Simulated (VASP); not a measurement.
Wanted: the native input for a VASP 6.6.1 run.

```
Task                               : single point
Functional                         : PBE-based screened hybrid with 15 % exact exchange
Potentials or basis                : VASP PAW PBE potentials, release 64 (Cd, S)
Cutoff                             : 520 eV
k mesh                             : 4 × 4 × 4
Occupations                        : fermi-dirac, width 0.05 eV
Spin                               : no spin polarisation
Dipole correction                  : no
Grid for exact exchange (PRECFOCK) : Normal
Share of exact exchange            : 0.15
Further INCAR settings             : ALGO = Normal; EDIFF = 1e-06; NBANDS = 16
Screening parameter                : 0.2 1/Å
```

CdS:

```
CELL_PARAMETERS angstrom
0.00000 2.91650 2.91650
2.91650 0.00000 2.91650
2.91650 2.91650 0.00000
ATOMIC_POSITIONS crystal
Cd 0.00000 0.00000 0.00000
S 0.75000 0.75000 0.75000
```

One way to write it, as run:

POSCAR

```
CdS
1.0
    0.0000000000      2.9165000000      2.9165000000
    2.9165000000      0.0000000000      2.9165000000
    2.9165000000      2.9165000000      0.0000000000
Cd S
1 1
Direct
    0.0000000000      0.0000000000      0.0000000000
    0.7500000000      0.7500000000      0.7500000000
```

INCAR.step1

```
PREC     = Accurate       # precision mode
ENCUT    = 520            # plane-wave cutoff, eV
EDIFF    = 1E-5           # SCF threshold, eV
ISMEAR   = -1             # smearing method
SIGMA    = 0.05           # smearing width, eV
LREAL    = F              # projectors in reciprocal space
LASPH    = T              # aspherical terms in the spheres
NELM     = 100            # most SCF steps
ALGO     = Normal         # electronic algorithm
ISIF     = 2              # what is computed and relaxed
LWAVE    = T              # write WAVECAR
NBANDS   = 16             # bands
GGA      = PE             # functional
```

INCAR.step2

```
PREC     = Accurate       # precision mode
ENCUT    = 520            # plane-wave cutoff, eV
EDIFF    = 1E-6           # SCF threshold, eV
ISMEAR   = -1             # smearing method
SIGMA    = 0.05           # smearing width, eV
LREAL    = F              # projectors in reciprocal space
LASPH    = T              # aspherical terms in the spheres
NELM     = 100            # most SCF steps
ALGO     = Normal         # electronic algorithm
ISIF     = 2              # what is computed and relaxed
LWAVE    = F              # write WAVECAR
LCHARG   = T              # write CHGCAR
GGA      = PE             # functional
LHFCALC  = T              # exact exchange
AEXX     = 0.15           # exact-exchange fraction
HFSCREEN = 0.2            # screening, 1/A
PRECFOCK = Normal       
LELF     = T              # ELF
LVHAR    = T            
NBANDS   = 16             # bands
ISTART   = 1
```

KPOINTS

```
regular mesh
0
Gamma
  4 4 4
```

Potentials or basis: VASP PAW PBE potentials, release 64 (Cd, S).

Run with:

```sh
$ cat potpaw_PBE.64/Cd/POTCAR potpaw_PBE.64/S/POTCAR > POTCAR
$ cp INCAR.step1 INCAR
$ mpirun -np 1 vasp_std > vasp.out
$ cp INCAR.step2 INCAR
$ mpirun -np 1 vasp_std > vasp.out
```

Results of the run:

| Property | Result |
| --- | --- |
| Pressure | 2.6 GPa |
| Band gap on the k mesh | 1.76 eV |

Caveat: the k points lie up to 0.47 Å⁻¹ apart; the PAW data sets were made with another functional, which shifts forces and pressure a little.

It took 9.9 min on 1 thread of Intel Xeon 8259CL (shared host), peak memory 0.28 GiB.
